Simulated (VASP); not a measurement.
Input of a VASP 6.6.1 run:

File INCAR:

```
ALGO = Normal
EDIFF = 1E-6
ENCUT = 520
ISIF = 2
ISMEAR = 0
LASPH = T
LCHARG = F
LREAL = F
LWAVE = F
NBANDS = 26
NELM = 80
PREC = Accurate
SIGMA = 0.05
```

The input KPOINTS:

```
k-points
0
Gamma
  8 8 3
```

POSCAR

```
AlN
1.0
   -3.0886152975      0.0000000000      0.0000000000
   -1.5443076488     -2.6748193102      0.0000000000
   -0.5147692163     -0.8916064367     10.1871685333
Al N
4 4
Direct
    0.3333333333      0.0407087501      0.8778737497
    0.3333333333      0.2024672816      0.3925981551
    0.6666666667      0.6166798807      0.1499603578
    0.6666666667      0.4549213492      0.6352359524
    0.3333333333      0.3024408535      0.0926774394
    0.3333333333      0.1406823220      0.5779530340
    0.6666666667      0.5548949211      0.3353152367
    0.6666666667      0.3931363896      0.8205908312
```

Potentials or basis: VASP PAW LDA potentials, release 64 (Al, N).

Run with:

```bash
$ cat potpaw_LDA.64/Al/POTCAR potpaw_LDA.64/N/POTCAR > POTCAR
$ mpirun -np 1 vasp_std > vasp.out
```

(1) Estimate the largest force.

(2) Predict the pressure.

Answers

(1) 1.481 eV/Å.

(2) -3.2 GPa.

Caveat: the cell differs from its parent crystal (the part above a cut slid along it); the cell stands under tension; forces of over 1 eV/Å act on the atoms, so gaps and moduli don't describe the material at rest.
